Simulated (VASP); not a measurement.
# Zn (Pm-3m) in VASP: a series of runs

Zn is run at these levels: PBE; tasks: single point, relaxation of cell and atoms.

All numbers are computed with VASP 6.6.1; they aren't measurements. Logs are shortened: lines on timing, memory, paths and dates and some standing lists are left out, and cuts for length are marked.

## Step 1: The cell of the first run

The structure is cubic, space group Pm-3m (No. 221). The conventional cell has a = 2.506 Å, b = 2.506 Å, c = 2.506 Å, α = 90.00°, β = 90.00°, γ = 90.00°. Zn (site symmetry m-3m) has 6 Zn at 2.51 Å within 3.3 Å.

This isn't the form of Zn at room conditions, which is hcp.

## Step 2: Single point, PBE

INCAR reads:

```
SYSTEM = Zn
PREC = Accurate
ENCUT = 520
EDIFF = 1E-6
ISMEAR = 0
SIGMA = 0.05
LREAL = .FALSE.
LASPH = .TRUE.
NELM = 60
ALGO = Normal
ISIF = 2
LWAVE = .FALSE.
LCHARG = .FALSE.
GGA = PE
NBANDS = 12
```

KPOINTS reads:

```
Automatic mesh
0
G
  16 16 16
  0 0 0
```

POSCAR reads:

```
Zn
1.0
    2.5062944855      0.0000000000      0.0000000000
    0.0000000000      2.5062944855      0.0000000000
    0.0000000000      0.0000000000      2.5062944855
Zn
1
Direct
    0.0000000000      0.0000000000      0.0000000000
```

Potentials or basis: VASP PAW PBE potentials, release 64 (Zn).

Run with:

```console
> cat potpaw_PBE.64/Zn/POTCAR > POTCAR
> mpirun -np 1 vasp_std > vasp.out
```

OUTCAR:

```text
SYSTEM = Zn
   PREC = Accurate
   ENCUT = 520
   EDIFF = 1E-6
   ISMEAR = 0
   LREAL = .FALSE.
   LASPH = .TRUE.
   NELM = 60
   ISIF = 2
   GGA = PE

 ion  position               nearest neighbor table
   1  0.000  0.000  0.000-

  LATTYP: Found a simple cubic cell.
 ALAT       =     2.5062944855

  Lattice vectors:

 A1 = (   2.5062944855,   0.0000000000,   0.0000000000)
 A2 = (   0.0000000000,   2.5062944855,   0.0000000000)
 A3 = (   0.0000000000,   0.0000000000,   2.5062944855)

Analysis of symmetry for initial positions (statically):
=====================================================================
 Subroutine PRICEL returns:
 Original cell was already a primitive cell.

 Routine SETGRP: Setting up the symmetry group for a
 simple cubic supercell.

 Subroutine GETGRP returns: Found 48 space group operations
 (whereof 48 operations were pure point group operations)
 out of a pool of 48 trial point group operations.

The static configuration has the point symmetry O_h .

Analysis of symmetry for dynamics (positions and initial velocities):
=====================================================================
 Subroutine PRICEL returns:
 Original cell was already a primitive cell.

 Routine SETGRP: Setting up the symmetry group for a
 simple cubic supercell.

 Subroutine GETGRP returns: Found 48 space group operations
 (whereof 48 operations were pure point group operations)
 out of a pool of 48 trial point group operations.

The dynamic configuration has the point symmetry O_h .

 Subroutine INISYM returns: Found 48 space group operations
 (whereof 48 operations are pure point group operations),
 and found     1 'primitive' translations

----------------------------------------------------------------------------------------

                                     Primitive cell

  volume of cell :      15.7433

  direct lattice vectors                    reciprocal lattice vectors
     2.506294485  0.000000000  0.000000000     0.398995412  0.000000000  0.000000000
     0.000000000  2.506294485  0.000000000     0.000000000  0.398995412  0.000000000
     0.000000000  0.000000000  2.506294485     0.000000000  0.000000000  0.398995412

  length of vectors
     2.506294485  2.506294485  2.506294485     0.398995412  0.398995412  0.398995412

  position of ions in fractional coordinates (direct lattice)
     0.000000000  0.000000000  0.000000000

  ion indices of the primitive-cell ions
   primitive index   ion index
                 1           1

----------------------------------------------------------------------------------------

 KPOINTS: Automatic mesh

Automatic generation of k-mesh.
 Grid dimensions read from file:
 generate k-points for:   16   16   16

 Generating k-lattice:

  Cartesian coordinates                     Fractional coordinates (reciprocal lattice)
     0.024937213  0.000000000  0.000000000     0.062500000  0.000000000  0.000000000
     0.000000000  0.024937213  0.000000000     0.000000000  0.062500000  0.000000000
     0.000000000  0.000000000  0.024937213     0.000000000  0.000000000  0.062500000

  Length of vectors
     0.024937213  0.024937213  0.024937213

  Shift w.r.t. Gamma in fractional coordinates (k-lattice)
     0.000000000  0.000000000  0.000000000

 Subroutine IBZKPT returns following result:
 ===========================================

 Found    165 irreducible k-points:

 Following reciprocal coordinates:
            Coordinates               Weight
  0.000000  0.000000  0.000000      1.000000
  0.062500  0.000000  0.000000      6.000000
  0.125000  0.000000  0.000000      6.000000
  0.187500  0.000000  0.000000      6.000000
  0.250000  0.000000  0.000000      6.000000
  0.312500  0.000000  0.000000      6.000000
[... 16 lines left out ...]
  0.437500  0.125000  0.000000     24.000000
  0.500000  0.125000  0.000000     12.000000
 [... further k-points ...]
   k-points           NKPTS =    165   k-points in BZ     NKDIM =    165   number of bands    NBANDS=     12
   number of dos      NEDOS =    301   number of ions     NIONS =      1
   total plane-waves  NPLWV =   8000
   dimension x,y,z NGX =    20 NGY =   20 NGZ =   20
   dimension x,y,z NGXF=    40 NGYF=   40 NGZF=   40
   ions per type =               1
   NGX,Y,Z   is equivalent  to a cutoff of  13.27, 13.27, 13.27 a.u.
   NGXF,Y,Z  is equivalent  to a cutoff of  26.53, 26.53, 26.53 a.u.
 SYSTEM =  Zn
   PREC   = accura    normal or accurate (medium, high low for compatibility)
   ISTART =      0    job   : 0-new  1-cont  2-samecut
   ICHARG =      2    charge: 1-file 2-atom 10-const
   ISPIN  =      1    spin polarized calculation?
   LNONCOLLINEAR =      F non collinear calculations
   LSORBIT =      F    spin-orbit coupling
   LASPH  =      T    aspherical Exc in radial PAW
   ENCUT  =  520.0 eV  38.22 Ry    6.18 a.u.   4.66  4.66  4.66*2*pi/ulx,y,z
   NELM   =     60;   NELMIN=  2; NELMDL= -5     # of ELM steps
   EDIFF  = 0.1E-05   stopping-criterion for ELM
   LREAL  =      F    real-space projection
   EDIFFG = 0.1E-04   stopping-criterion for IOM
   NSW    =      0    number of steps for IOM
   IBRION =     -1    ionic relax: 0-MD 1-quasi-New 2-CG
   NFREE  =      0    steps in history (QN), initial steepest desc. (CG)
   ISIF   =      2    stress and relaxation
   ISYM   =      2    0-nonsym 1-usesym 2-fastsym
   POTIM  = 0.5000    time-step for ionic-motion
   TEBEG  =    0.0;   TEEND  =   0.0 temperature during run
   PSTRESS=    0.0 pullay stress
   NELECT =      12.0000    total number of electrons
   NUPDOWN=      -1.0000    fix difference up-down
   EMIN   =  10.00;   EMAX   =-10.00  energy-range for DOS
   EFERMI =   0.00;   METHOD = LEGACY
   ISMEAR =     0;   SIGMA  =   0.05  broadening in eV -4-tet -1-fermi 0-gaus
   EFERMI_NEDOS =   21; number of points for ismear=-14 and -15
   IALGO  =     38    algorithm
   IMIX   =      4    mixing-type and parameters
     AMIX     =   0.40;   BMIX     =  1.00
     AMIX_MAG =   1.60;   BMIX_MAG =  1.00
  volume/ion in A,a.u.               =      15.74       106.24
  Fermi-wavevector in a.u.,A,eV,Ry     =   1.495443  2.825977 30.427379  2.236349
  Thomas-Fermi vector in A             =   2.607587
   LORBIT       =      0    0 simple, 1 ext, 2 COOP (PROOUT), +10 PAW based schemes
   GGA     = PE    functional components
   LHFCALC =     F    Hartree Fock is set to
   AEXX    =    0.0000 exact exchange contribution
   IVDW    =     0    specifies the selected vdW correction
   LEPSILON=     F    determine dielectric tensor
   LRPA    =     F    only Hartree local field effects (RPA)
 non-spin polarized calculation
 Gauss-broadening in eV      SIGMA  =   0.05
  energy-cutoff  :      520.00
  volume of cell :       15.74
 maximum number of plane-waves:       445
 NGX is ok and might be reduce to    20
   NGX =  9   NGY =  9   NGZ =  9

 number of electron      12.0000025 magnetization

 Free energy of the ion-electron system (eV)
  ---------------------------------------------------
  ext. energy  EPLUGINS =         0.00000000
  ---------------------------------------------------
  free energy    TOTEN  =        -0.81349385 eV

  energy without entropy =       -0.81275133  energy(sigma->0) =       -0.81312259

 E-fermi :   2.7044     XC(G=0): -11.2983

 val. band max:        2.6997966561   @ k =   0.5000   0.3750   0.1250
 cond. band min:       2.7247336739   @ k =   0.4375   0.3750   0.2500
 fundamental gap:      0.0249370178
 Fermi energy:         2.7044356948

 k-point     1 :       0.0000    0.0000    0.0000
  band No.  band energies     occupation
      1      -7.2953      2.00000
      2      -5.6975      2.00000
      3      -5.6975      2.00000
      4      -4.2092      2.00000
      5      -4.2092      2.00000
      6      -4.2092      2.00000
      7      16.1221      0.00000
      8      16.1221      0.00000
      9      16.1221      0.00000
     10      19.1347      0.00000
     11      19.1347      0.00000
     12      22.4946      0.00000

 k-point     2 :       0.0625    0.0000    0.0000
  band No.  band energies     occupation
      1      -7.1995      2.00000
      2      -5.6912      2.00000
      3      -5.6678      2.00000
      4      -4.2266      2.00000
      5      -4.2266      2.00000
      6      -4.2078      2.00000
      7      14.5659      0.00000
      8      16.2366      0.00000
      9      16.2366      0.00000
     10      19.2016      0.00000
     11      20.2933      0.00000
     12      23.1010      0.00000

 k-point     3 :       0.1250    0.0000    0.0000
  band No.  band energies     occupation
      1      -6.9211      2.00000
      2      -5.6734      2.00000
      3      -5.5732      2.00000
      4      -4.2757      2.00000
      5      -4.2757      2.00000
      6      -4.2037      2.00000
      7      12.1258      0.00000
      8      16.5766      0.00000
      9      16.5766      0.00000
     10      19.4033      0.00000
     11      21.2178      0.00000
     12      25.2360      0.00000

 k-point     4 :       0.1875    0.0000    0.0000
  band No.  band energies     occupation
      1      -6.5019      2.00000
      2      -5.6467      2.00000
      3      -5.3820      2.00000
      4      -4.3483      2.00000
      5      -4.3483      2.00000
      6      -4.1975      2.00000
      7       9.6836      0.00000
      8      17.1311      0.00000
      9      17.1311      0.00000
     10      19.7431      0.00000
     11      21.6827      0.00000
     12      28.2069      0.00000

 k-point     5 :       0.2500    0.0000    0.0000
  band No.  band energies     occupation
      1      -6.0661      2.00000
      2      -5.6151      2.00000
      3      -4.9858      2.00000
      4      -4.4325      2.00000
      5      -4.4325      2.00000
      6      -4.1903      2.00000
      7       7.3547      0.00000
      8      17.8823      0.00000
      9      17.8823      0.00000
     10      20.2254      0.00000
     11      22.1011      0.00000
     12      30.2653      0.00000

 k-point     6 :       0.3125    0.0000    0.0000
  band No.  band energies     occupation
      1      -5.7715      2.00000
      2      -5.5833      2.00000
      3      -4.5154      2.00000
      4      -4.5154      2.00000
      5      -4.2467      2.00000
      6      -4.1830      2.00000
      7       5.1717      0.00000
      8      18.8016      0.00000
      9      18.8016      0.00000
     10      20.8557      0.00000
     11      22.5494      0.00000
     12      28.3733      0.00000

 k-point     7 :       0.3750    0.0000    0.0000
  band No.  band energies     occupation
      1      -5.6061      2.00000
      2      -5.5563      2.00000
      3      -4.5846      2.00000
      4      -4.5846      2.00000
      5      -4.1768      2.00000
      6      -3.1993      2.00000
      7       3.1502      0.00000
      8      19.8355      0.00000
      9      19.8355      0.00000
     10      21.6369      0.00000
     11      23.0058      0.00000
     12      26.6835      0.00000

 k-point     8 :       0.4375    0.0000    0.0000
  band No.  band energies     occupation
      1      -5.5382      2.00000
      2      -5.5172      2.00000
      3      -4.6303      2.00000
      4      -4.6303      2.00000
      5      -4.1727      2.00000
      6      -1.9238      2.00000
      7       1.3065      2.00000
      8      20.8391      0.00000
      9      20.8391      0.00000
     10      22.5546      0.00000
     11      23.3821      0.00000
     12      25.2180      0.00000
[... 166 lines left out ...]
 k-point    20 :       0.2500    0.1250    0.0000
  band No.  band energies     occupation
      1      -5.8078      2.00000
      2      -5.4895      2.00000
      3      -4.9938      2.00000
      4      -4.4245      2.00000
      5      -4.3609      2.00000
      6      -4.2528      2.00000
      7       7.7020      0.00000
      8      13.7879      0.00000
      9      18.3338      0.00000
     10      21.3654      0.00000
     11      24.8326      0.00000
     12      27.0947      0.00000

 k-point    21 :       0.3125    0.1250    0.0000
  band No.  band energies     occupation
      1      -5.6215      2.00000
      2      -5.4233      2.00000
      3      -4.7778      2.00000
      4      -4.5060      2.00000
      5      -4.2445      2.00000
      6      -3.8486      2.00000
      7       5.5269      0.00000
      8      14.6274      0.00000
      9      19.2547      0.00000
     10      21.8935      0.00000
     11      23.3756      0.00000
     12      27.2443      0.00000

 k-point    22 :       0.3750    0.1250    0.0000
  band No.  band energies     occupation
      1      -5.5376      2.00000
      2      -5.3441      2.00000
      3      -4.7963      2.00000
      4      -4.5741      2.00000
      5      -4.2375      2.00000
      6      -2.8216      2.00000
      7       3.5058      0.00000
      8      15.6309      0.00000
      9      20.2949      0.00000
     10      21.4484      0.00000
     11      22.7959      0.00000
     12      27.3442      0.00000

 k-point    23 :       0.4375    0.1250    0.0000
  band No.  band energies     occupation
      1      -5.5005      2.00000
      2      -5.2794      2.00000
      3      -4.8379      2.00000
      4      -4.6191      2.00000
      5      -4.2328      2.00000
      6      -1.5356      2.00000
      7       1.6527      2.00000
      8      16.7538      0.00000
      9      19.9371      0.00000
     10      21.3152      0.00000
     11      23.4262      0.00000
     12      26.2577      0.00000

 k-point    24 :       0.5000    0.1250    0.0000
  band No.  band energies     occupation
      1      -5.4895      2.00000
      2      -5.2544      2.00000
      3      -4.8557      2.00000
      4      -4.6348      2.00000
      5      -4.2311      2.00000
      6      -0.1786      2.00000
      7       0.1092      2.00000
      8      17.5786      0.00000
      9      18.9651      0.00000
     10      21.8409      0.00000
     11      23.7897      0.00000
     12      25.5690      0.00000

 [... further k-points ...]
[... 5 lines left out ...]
  --------------------------------------------------------------------------------------
  -------------------------------------------------------------------------------------
  Total        1.0160220      1.0160220      1.0160220      0.0000000     -0.0000000     -0.0000000
  in kB      103.3992529    103.3992529    103.3992529      0.0000000     -0.0000000     -0.0000000
  external PRESSURE =     103.3992529 kB  Pullay stress =       0.0000000 kB

 VOLUME and BASIS-vectors are now :
 -----------------------------------------------------------------------------
  energy-cutoff  :      520.00
  volume of cell :       15.74
      direct lattice vectors                 reciprocal lattice vectors
     2.506294485  0.000000000  0.000000000     0.398995412  0.000000000  0.000000000
     0.000000000  2.506294485  0.000000000     0.000000000  0.398995412  0.000000000
     0.000000000  0.000000000  2.506294485     0.000000000  0.000000000  0.398995412

 POSITION                                       TOTAL-FORCE (eV/Angst)
 -----------------------------------------------------------------------------------
      0.00000      0.00000      0.00000         0.000000      0.000000      0.000000
 -----------------------------------------------------------------------------------
    total drift:                               -0.000000      0.000000      0.000000

  FREE ENERGIE OF THE ION-ELECTRON SYSTEM (eV)
  ---------------------------------------------------
  free  energy   TOTEN  =        -0.8134938526 eV

  energy  without entropy=       -0.8127513337  energy(sigma->0) =       -0.81312259
```

Wall time 24 s (1 thread of Intel Xeon 8259CL, shared host); peak memory 0.14 GiB.

What came out:

* Free energy: -0.8135 eV
* Pressure: 10.3 GPa
* Band gap on the k mesh: zero (bands 6 and 7 overlap by 8.88 eV)

Levels at points of the mesh, in eV from the Fermi level:
```csv
k point,band 4,band 5,band 6,band 7,band 8,band 9
"(0.00, 0.00, 0.00)",-6.91,-6.91,-6.91,13.42,13.42,13.42
"(0.50, 0.00, 0.00)",-7.35,-6.88,-3.41,-2.81,18.64,18.64
"(0.50, 0.50, 0.00)",-7.27,-6.57,1.33,1.33,3.39,6.42
"(0.50, 0.50, 0.50)",-6.55,-6.55,6.07,6.07,6.07,11.27
```

Caveat: the cell stands under pressure.

## Step 3: Single point, PBE

This run uses another cell than the first one, of 18.22 Å³/atom.

INCAR reads:

```
SYSTEM = Zn
PREC     = Accurate       ! precision mode
ENCUT    = 520            ! plane-wave cutoff, eV
EDIFF    = 1E-6           ! SCF threshold, eV
ISMEAR   = 0              ! smearing method
SIGMA    = 0.05           ! smearing width, eV
LREAL    = .FALSE.        ! projectors in reciprocal space
LASPH    = .TRUE.         ! aspherical terms in the spheres
NELM     = 60             ! most SCF steps
ALGO     = Normal         ! electronic algorithm
ISIF     = 2              ! what is computed and relaxed
LWAVE    = .FALSE.        ! write WAVECAR
LCHARG   = .TRUE.         ! write CHGCAR
GGA      = PE             ! functional
LELF     = .TRUE.         ! ELF
LVHAR    = .TRUE.       
NBANDS   = 12             ! bands
```

KPOINTS reads:

```
regular mesh
0
G
  16 16 16
  0 0 0
```

POSCAR reads:

```
Zn
1.0
    2.6312195209      0.0000000000      0.0000000000
    0.0000000000      2.6312195209      0.0000000000
    0.0000000000      0.0000000000      2.6312195209
Zn
1
Direct
    0.0000000000      0.0000000000      0.0000000000
```

Potentials or basis: VASP PAW PBE potentials, release 64 (Zn).

Run with:

```console
> cat potpaw_PBE.64/Zn/POTCAR > POTCAR
> mpirun -np 1 vasp_std > vasp.out
```

Wall time 32 s (1 thread of Intel Xeon 8259CL, shared host); peak memory 0.15 GiB.

The run converged. Its results:

| Quantity | Value |
| --- | --- |
| Free energy | -0.8836 eV |
| Pressure | 0.2 GPa |
| Band gap on the k mesh | zero (bands 6 and 7 overlap by 8.25 eV) |

Levels at points of the mesh, in eV from the Fermi level:
| k point | band 2 | band 3 | band 4 | band 5 | band 6 | band 7 | band 8 | band 9 | band 10 | band 11 |
| --- | --- | --- | --- | --- | --- | --- | --- | --- | --- | --- |
| (0.00, 0.00, 0.00) | -7.84 | -7.84 | -6.70 | -6.70 | -6.70 | 12.24 | 12.24 | 12.24 | 15.15 | 15.15 |
| (0.50, 0.00, 0.00) | -7.63 | -7.03 | -7.03 | -6.67 | -2.86 | -2.71 | 16.69 | 16.69 | 19.25 | 19.40 |
| (0.50, 0.50, 0.00) | -7.53 | -6.97 | -6.97 | -6.43 | 1.45 | 1.45 | 2.52 | 6.19 | 21.54 | 23.55 |
| (0.50, 0.50, 0.50) | -7.58 | -7.58 | -6.41 | -6.41 | 5.54 | 5.54 | 5.54 | 9.47 | 10.67 | 10.67 |

## Step 4: Relaxation of cell and atoms, PBE

This run uses another cell than the first one, of 16.78 Å³/atom.

INCAR reads:

```
SYSTEM = Zn
ALGO = Normal
EDIFF = 1E-6
EDIFFG = -0.01
ENCUT = 600
GGA = PE
IBRION = 2
ISIF = 3
ISMEAR = 0
LASPH = .TRUE.
LCHARG = .FALSE.
LREAL = .FALSE.
LWAVE = .FALSE.
NELM = 80
NSW = 80
PREC = Accurate
SIGMA = 0.05
```

KPOINTS reads:

```
k-points
0
G
  16 16 16
  0 0 0
```

POSCAR reads:

```
Zn
1.0
    2.5600000000      0.0000000000      0.0000000000
    0.0000000000      2.5600000000      0.0000000000
    0.0000000000      0.0000000000      2.5600000000
Zn
1
Direct
    0.0000000000      0.0000000000      0.0000000000
```

Run with:

```console
> cat potpaw_PBE.64/Zn/POTCAR > POTCAR
> mpirun -np 1 vasp_std > vasp.out
```

It took 46 s on 1 thread of Intel Xeon 8259CL, shared host; peak memory 0.15 GiB.

The run converged. Its results:

```yaml
Free_energy: -0.8830 eV
Relaxed_volume: 18.31 Å³/atom
Relaxed_cell: a = 2.636 Å, b = 2.636 Å, c = 2.636 Å, α = 90.00°, β = 90.00°, γ = 90.00°
Space_group_after_relaxing_to_0.1_Å: Pm-3m (No. 221)
Energy_gained_by_relaxing: 21.1 meV/atom
Ionic_steps: 3
Pressure_after_relaxing: 0.0 GPa
Band_gap_on_the_k_mesh: zero (bands 6 and 7 overlap by 8.21 eV)
```

The path:
```tsv
step	energy change (eV)	largest force (eV/Å)	pressure (GPa)	volume (Å³)
1	0.0000	0.0000	4.90	16.78
2	-0.0207	0.0000	0.61	18.06
3	-0.0211	0.0000	-0.05	18.31
```

Final structure:
```
Zn
1.0
     2.63574    0.00000    0.00000
     0.00000    2.63574    0.00000
     0.00000    0.00000    2.63574
Zn
1
Direct
  0.00000 0.00000 0.00000
```

Levels at points of the mesh, in eV from the Fermi level:
| k point | band 2 | band 3 | band 4 | band 5 | band 6 | band 7 | band 8 | band 9 | band 10 |
| --- | --- | --- | --- | --- | --- | --- | --- | --- | --- |
| (0.00, 0.00, 0.00) | -7.82 | -7.82 | -6.69 | -6.69 | -6.69 | 12.20 | 12.20 | 12.20 | 15.11 |
| (0.50, 0.00, 0.00) | -7.61 | -7.02 | -7.02 | -6.66 | -2.86 | -2.68 | 16.62 | 16.62 | 19.19 |
| (0.50, 0.50, 0.00) | -7.52 | -6.96 | -6.96 | -6.42 | 1.45 | 1.45 | 2.49 | 6.18 | 21.44 |
| (0.50, 0.50, 0.50) | -7.56 | -7.56 | -6.40 | -6.40 | 5.53 | 5.53 | 5.53 | 9.39 | 10.94 |

(Continued in part 2 of 2.)
